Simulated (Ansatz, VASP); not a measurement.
Two plane-wave programs on CdBr3

INCAR

```
SYSTEM = CdBr3
ALGO = Normal ; EDIFF = 1E-7
ENCUT = 520 ; GGA = PE
ISIF = 2 ; ISMEAR = -1
LASPH = .TRUE. ; LCHARG = .TRUE.
LELF = .TRUE. ; LREAL = .FALSE.
LVHAR = .TRUE. ; LWAVE = .FALSE.
NBANDS = 43 ; NELM = 100
PREC = Accurate ; SIGMA = 0.1
```

File KPOINTS:

```
k-points
0
G
  3 3 4
  0 0 0
```

The input POSCAR:

```
CdBr3
1.0
    7.7132580000      0.0000000000      0.0000000000
   -3.8566290000      6.6798780000      0.0000000000
    0.0000000000      0.0000000000      4.4030980000
Br Cd
6 2
Direct
    0.3877000000      0.3019000000      0.2500000000
    0.0858000000      0.3877000000      0.7500000000
    0.6981000000      0.0858000000      0.2500000000
    0.6123000000      0.6981000000      0.7500000000
    0.9142000000      0.6123000000      0.2500000000
    0.3019000000      0.9142000000      0.7500000000
    0.3333000000      0.6667000000      0.2500000000
    0.6666000000      0.3333000000      0.7500000000
```

Input for Ansatz:

```yaml
crystal:
  lattice:
    - [7.713258, 0.0, 0.0]
    - [-3.856629, 6.679878, 0.0]
    - [0.0, 0.0, 4.403098]
  atoms:
    - { symbol: Br, position: [0.3877, 0.3019, 0.25] }
    - { symbol: Br, position: [0.0858, 0.3877, 0.75] }
    - { symbol: Br, position: [0.6981, 0.0858, 0.25] }
    - { symbol: Br, position: [0.6123, 0.6981, 0.75] }
    - { symbol: Br, position: [0.9142, 0.6123, 0.25] }
    - { symbol: Br, position: [0.3019, 0.9142, 0.75] }
    - { symbol: Cd, position: [0.3333, 0.6667, 0.25] }
    - { symbol: Cd, position: [0.6666, 0.3333, 0.75] }
  symmetry: { tolerance: 0.0003 }
kpoints:
  mp_grid: { grid: [3, 3, 4], shift: [0, 0, 0] }
magnetization:
  spin_polarized: false
scf:
  occupations: { method: fermi_dirac }
hamiltonian:
  pseudopotentials: { kind: paw }
  xc: pbe
basis:
  ecutwfc: 420
output:
  forces: true
  stress: true
  eigenvalues: true
  write_density: true
  write_potential: true
  elf: true
  volumetric_format: npy
```

Alike in both runs: task single point; functional PBE; k mesh 3 × 3 × 4; no spin polarisation.

|  | VASP | Ansatz |
| --- | --- | --- |
| version | VASP 6.6.1 | Ansatz 0.2.0 |
| potentials or method | VASP PAW PBE potentials, release 64 (Br, Cd), cutoff 520 eV | PAW plane waves |
| occupations | fermi-dirac, width 0.1 eV | fermi-dirac |
| valence electrons in the cell | 66 | 82 |

Ansatz gave:

```
gap on the k mesh at the Fermi level (eV)                     : none
pressure (GPa)                                                : 0.8
traceless stress, the component that is largest in VASP (GPa) : -0.74
rms of the force components (eV/Å)                            : 0.049
```

Q: What did VASP give for the same quantities?

A: gap on the k mesh at the Fermi level (eV): none; pressure (GPa): 0.9; traceless stress, the component that is largest in VASP (GPa): -0.72; rms of the force components (eV/Å): 0.054.

Atom by atom the forces differ by 0.006 eV/Å (rms over components). A gap of «none» marks a metal or a gap that the smearing closes. VASP's potentials hold 66 valence electrons a cell and Ansatz's 82, so a difference there can come from the potentials and not from the codes. Ansatz's warnings: structure snapped to symmetry.
